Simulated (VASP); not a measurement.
# Cu3N (Pm-3m) in VASP: a series of runs, part 3 of 3

VASP 6.6.1. Earlier steps stand in the parts before.

## 5. Relaxation of cell and atoms, PBE, target pressure 3 GPa, at which the enthalpy is minimised

This run uses another cell than the first one, of 13.62 Å³/atom.

Contents of INCAR:

```
ALGO = Normal ; EDIFF = 1E-7
EDIFFG = -0.008 ; ENCUT = 600
GGA = PE ; GGA_COMPAT = False
IBRION = 2 ; ISIF = 3
ISMEAR = 0 ; LASPH = True
LCHARG = False ; LREAL = False
LWAVE = False ; NELM = 120
NELMIN = 4 ; NSW = 70
PREC = Accurate ; PSTRESS = 30.0
SIGMA = 0.01
```

Contents of KPOINTS:

```
k-points
0
Gamma
  10 10 10
```

Contents of POSCAR:

```
Cu3N
1.0
    3.7913850411      0.0000000000      0.0000000000
    0.0000000000      3.7913850411      0.0000000000
    0.0000000000      0.0000000000      3.7913850411
Cu N
3 1
Direct
    0.5000000000      0.0000000000      0.0000000000
    0.0000000000      0.5000000000      0.0000000000
    0.0000000000      0.0000000000      0.5000000000
    0.0000000000      0.0000000000      0.0000000000
```

Started as:

```console
> cat potpaw_PBE.64/Cu/POTCAR potpaw_PBE.64/N/POTCAR > POTCAR
> mpirun -np 1 vasp_std > vasp.out
```

Wall time 3 min (1 thread of Intel Xeon Platinum 8259CL at 2.50GHz (Skylake/Cascade Lake), shared host); peak memory 0.22 GiB.

The run converged. Its results:

| Quantity | Value |
| --- | --- |
| Free energy | -18.3787 eV |
| Relaxed volume | 13.74 Å³/atom |
| Relaxed cell | a = 3.802 Å, b = 3.802 Å, c = 3.802 Å, α = 90.00°, β = 90.00°, γ = 90.00° |
| Space group after relaxing (to 0.1 Å) | Pm-3m (No. 221) |
| Energy change on relaxing (the run minimises the enthalpy) | -2.5 meV/atom |
| Ionic steps | 3 |
| Pressure after relaxing | 3.0 GPa |
| Band gap on the k mesh | 0.18 eV (least direct gap 0.72 eV) |

The path:
```csv
step,energy change (eV),largest force (eV/Å),pressure (GPa),volume (Å³)
1,0.0000,0.0000,4.10,54.50
2,-0.0148,0.0000,2.36,55.24
3,-0.0101,0.0000,3.00,54.96
```

Final structure:
```
CELL_PARAMETERS angstrom
3.80196 0.00000 0.00000
0.00000 3.80196 0.00000
0.00000 0.00000 3.80196
ATOMIC_POSITIONS crystal
Cu 0.50000 0.00000 0.00000
Cu 0.00000 0.50000 0.00000
Cu 0.00000 0.00000 0.50000
N 0.00000 0.00000 0.00000
```

Levels at points of the mesh, in eV from the valence-band top:
```tsv
k point	band 16	band 17	band 18	band 19	band 20	band 21	band 22	band 23
(0.00, 0.00, 0.00)	-1.84	-1.84	-1.84	-1.80	1.02	5.33	5.33	6.62
(0.50, 0.00, 0.00)	-2.20	-1.84	-1.42	-1.42	1.60	3.35	6.84	7.23
(0.50, 0.50, 0.00)	-2.16	-1.08	-1.08	-0.69	0.18	3.61	4.85	4.85
(0.50, 0.50, 0.50)	-1.89	0.00	0.00	0.00	0.80	0.80	0.80	6.14
```

Caveat: the cell is relaxed towards a set pressure, so the run minimises the enthalpy, not the energy; semilocal functionals underestimate gaps, and a narrow one can read as zero. Zero-point motion and thermal expansion aren't in these numbers.

## 6. Relaxation of cell and atoms, PBE, target pressure -3 GPa, at which the enthalpy is minimised

This run uses another cell than the first one, of 14.42 Å³/atom.

Contents of INCAR:

```
SYSTEM = Cu3N
PREC = Accurate
ENCUT = 600
EDIFF = 1E-7
ISMEAR = 0
SIGMA = 0.01
LREAL = .False.
LASPH = .True.
NELM = 120
ALGO = Normal
ISIF = 3
LWAVE = .False.
LCHARG = .False.
GGA = PE
IBRION = 2
NSW = 70
EDIFFG = -0.008
PSTRESS = -30.0
GGA_COMPAT = .False.
NELMIN = 4
```

Contents of KPOINTS:

```
Automatic mesh
0
Gamma
  10 10 10
  0 0 0
```

Contents of POSCAR:

```
Cu3N
1.0
    3.8635994065      0.0000000000      0.0000000000
    0.0000000000      3.8635994065      0.0000000000
    0.0000000000      0.0000000000      3.8635994065
Cu N
3 1
Direct
    0.5000000000      0.0000000000      0.0000000000
    0.0000000000      0.5000000000      0.0000000000
    0.0000000000      0.0000000000      0.5000000000
    0.0000000000      0.0000000000      0.0000000000
```

Potentials or basis: VASP PAW PBE potentials, release 64 (Cu, N).

Started as:

```console
> cat potpaw_PBE.64/Cu/POTCAR potpaw_PBE.64/N/POTCAR > POTCAR
> mpirun -np 1 vasp_std > vasp.out
```

Run time: 2.2 min. Hardware: 1 thread of Intel Xeon Platinum 8259CL at 2.50GHz (Skylake/Cascade Lake), shared host; peak memory 0.23 GiB.

The run converged. Its results:

| Property | Result |
| --- | --- |
| Free energy | -18.3781 eV |
| Relaxed volume | 14.48 Å³/atom |
| Relaxed cell | a = 3.869 Å, b = 3.869 Å, c = 3.869 Å, α = 90.00°, β = 90.00°, γ = 90.00° |
| Space group after relaxing (to 0.1 Å) | Pm-3m (No. 221) |
| Energy change on relaxing (the run minimises the enthalpy) | +1.1 meV/atom |
| Ionic steps | 3 |
| Pressure after relaxing | -3.0 GPa |
| Band gap on the k mesh | 0.35 eV (least direct gap 0.88 eV) |

Step by step:
| step | energy change (eV) | largest force (eV/Å) | pressure (GPa) | volume (Å³) |
| --- | --- | --- | --- | --- |
| 1 | 0.0000 | 0.0000 | -2.58 | 57.67 |
| 2 | 0.0056 | 0.0000 | -3.12 | 57.99 |
| 3 | 0.0043 | 0.0000 | -3.00 | 57.92 |

Final structure:
```
Cu N
1.0
     3.86912    0.00000    0.00000
     0.00000    3.86912    0.00000
     0.00000    0.00000    3.86912
Cu N
3 1
Direct
  0.50000 0.00000 0.00000
  0.00000 0.50000 0.00000
  0.00000 0.00000 0.50000
  0.00000 0.00000 0.00000
```

Levels at points of the mesh, in eV from the valence-band top:
```tsv
k point	band 16	band 17	band 18	band 19	band 20	band 21	band 22	band 23
(0.00, 0.00, 0.00)	-1.71	-1.71	-1.71	-1.68	0.88	5.12	5.12	6.55
(0.50, 0.00, 0.00)	-2.04	-1.71	-1.31	-1.31	1.45	3.30	6.51	7.13
(0.50, 0.50, 0.00)	-2.01	-1.00	-1.00	-0.63	0.35	3.40	4.74	4.74
(0.50, 0.50, 0.50)	-1.75	0.00	0.00	0.00	0.98	0.98	0.98	6.15
```

Caveat: the cell is relaxed towards a set pressure, so the run minimises the enthalpy, not the energy; semilocal functionals underestimate gaps, and a narrow one can read as zero. A k mesh can miss the band edges.

## 7. Overview

| task | level | U | cell | k mesh | smearing | gap on the mesh (eV) | pressure (GPa) |
| --- | --- | --- | --- | --- | --- | --- | --- |
| single point | PBE+U | Cu d U = 1.0 eV | a = 3.796 Å, 4 atoms | 10 × 10 × 10 | tetrahedron | 0.26 | 3.4 |
| relaxation of cell and atoms | PBE | - | relaxed to 15 GPa from a = 3.696 Å, 4 atoms | 12 × 12 × 12 | gaussian 0.1 eV | none | 15.0 |
| relaxation of cell and atoms | PBE | - | relaxed to 8 GPa from a = 3.749 Å, 4 atoms | 10 × 10 × 10 | gaussian 0.01 eV | 0.06 | 8.0 |
| relaxation of cell and atoms | PBE | - | relaxed to 3 GPa from a = 3.791 Å, 4 atoms | 10 × 10 × 10 | gaussian 0.01 eV | 0.18 | 3.0 |
| relaxation of cell and atoms | PBE | - | relaxed to -3 GPa from a = 3.864 Å, 4 atoms | 10 × 10 × 10 | gaussian 0.01 eV | 0.35 | -3.0 |

Alike in all rows: potentials or basis VASP PAW PBE potentials, release 64 (Cu, N); no spin polarisation; cutoff (eV) 600.

Caveats: semilocal functionals underestimate gaps, and a narrow one can read as zero; the cell is relaxed towards a set pressure, so the run minimises the enthalpy, not the energy (at least some runs); the cell stands under pressure (at least some runs).

Total energies depend on the potentials used, so only differences within one code and one set of settings carry meaning.
